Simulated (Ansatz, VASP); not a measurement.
# AlFeB3: VASP beside Ansatz

```
Al Fe B
1.0
     3.80594    0.00000    0.00000
     0.00000    3.80594    0.00000
     0.00000    0.00000    3.80594
Al Fe B
1 1 3
Direct
  0.00000 0.00000 0.00000
  0.50000 0.50000 0.50000
  0.00000 0.50000 0.50000
  0.50000 0.00000 0.50000
  0.50000 0.50000 0.00000
```

Alike in both runs: functional PBE; k mesh 10 × 10 × 10; occupations gaussian, width 0.1 eV; no spin polarisation.

Ansatz relaxed the structure, and its values are those at the end. VASP's run is a single point on that final structure, the one shown.

|  | VASP | Ansatz |
| --- | --- | --- |
| version | VASP 6.6.1 | Ansatz 0.2.0 |
| potentials or method | VASP PAW PBE potentials, release 64 (Al, Fe, B), cutoff 520 eV | scalar-relativistic, plane waves, PAW |
| valence electrons in the cell | 20 | 28 |

|  | VASP | Ansatz | Ansatz less VASP |
| --- | --- | --- | --- |
| gap on the k mesh at the Fermi level (eV) | none | none | - |
| pressure (GPa) | -0.2 | 0.0 | +0.17 |

A gap of «none» marks a metal or a gap that the smearing closes. VASP's potentials hold 20 valence electrons a cell and Ansatz's 28, so a difference there can come from the potentials and not from the codes.
